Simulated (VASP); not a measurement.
Write the native input for VASP 6.6.1 that does the following.

```yaml
Task: single point
Functional: r2SCAN
Potentials_or_basis: VASP PAW PBE potentials, release 64 (Ga_d, O)
Cutoff: 520 eV
k_mesh: 8 × 8 × 4
Occupations: gaussian, width 0.01 eV
Spin: no spin polarisation
Dipole_correction: no
Further_INCAR_settings: ALGO = Normal; EDIFF = 1e-07; NBANDS = 55
```

Ga2O3:

```
Ga O
1.0
     6.24996   -1.54995   -0.00258
     6.24996    1.54995   -0.00258
    -1.41131    0.00000    5.57638
Ga O
4 6
Cartesian
  3.2986 0.0000 3.8280
  7.7900 0.0000 1.7432
  11.1145 0.0000 1.1687
  -0.0259 0.0000 4.4025
  5.2418 0.0000 4.1285
  5.8468 0.0000 1.4427
  9.7067 0.0000 2.4128
  1.3819 0.0000 3.1584
  1.8483 0.0000 0.6031
  9.2403 0.0000 4.9681
```

This cell differs from its parent crystal: epitaxial xy strain +2.0%.

One way to write it, as run:

POSCAR

```
Ga2O3
1.0
    6.2499615533     -1.5499491160     -0.0025833965
    6.2499615533      1.5499491160     -0.0025833965
   -1.4113114636      0.0000000000      5.5763762978
Ga O
4 6
Direct
    0.3414319123      0.3414319123      0.6867850506
    0.6585680877      0.6585680877      0.3132149494
    0.9129214243      0.9129214243      0.2104209876
    0.0870785757      0.0870785757      0.7895790124
    0.5029911043      0.5029911043      0.7408294434
    0.4970088957      0.4970088957      0.2591705566
    0.8254816479      0.8254816479      0.4334545514
    0.1745183521      0.1745183521      0.5665454486
    0.1600909304      0.1600909304      0.1082987671
    0.8399090696      0.8399090696      0.8917012329
```

INCAR.step1

```
SYSTEM = Ga2O3
ALGO = Normal ; EDIFF = 1E-4
ENCUT = 520 ; GGA = PE
ISMEAR = 0 ; LASPH = .TRUE.
LCHARG = .FALSE. ; LREAL = .FALSE.
LWAVE = .TRUE. ; NBANDS = 55
NELM = 100 ; PREC = Accurate
SIGMA = 0.01
```

INCAR.step2

```
SYSTEM = Ga2O3
ALGO = Normal ; EDIFF = 1E-7
ENCUT = 520 ; ISIF = 2
ISMEAR = 0 ; ISTART = 1
LASPH = .TRUE. ; LCHARG = .TRUE.
LELF = .TRUE. ; LMIXTAU = .TRUE.
LREAL = .FALSE. ; LVHAR = .TRUE.
LWAVE = .FALSE. ; METAGGA = R2SCAN
NBANDS = 55 ; NELM = 100
PREC = Accurate ; SIGMA = 0.01
```

KPOINTS

```
k-points
0
G
  8 8 4
  0 0 0
```

Potentials or basis: VASP PAW PBE potentials, release 64 (Ga_d, O).

The run is started by

```bash
$ cat potpaw_PBE.64/Ga_d/POTCAR potpaw_PBE.64/O/POTCAR > POTCAR
$ cp INCAR.step1 INCAR
$ mpirun -np 1 vasp_std > vasp.out
$ cp INCAR.step2 INCAR
$ mpirun -np 1 vasp_std > vasp.out
```

Results of the run:

The pressure is -3.0 GPa, the largest force is 0.078 eV/Å and the band gap on the k mesh is 2.71 eV.

Caveat: the cell differs from its parent crystal (epitaxial xy strain +2.0%); the stress differs along the axes, from -6 to 2 GPa; the PAW data sets were made with another functional, which shifts forces and pressure a little.

Wall time 27 min on 1 thread of Intel(R) Xeon(R) 6975P-C (Granite Rapids), with other jobs on the host, peak memory 0.57 GiB.
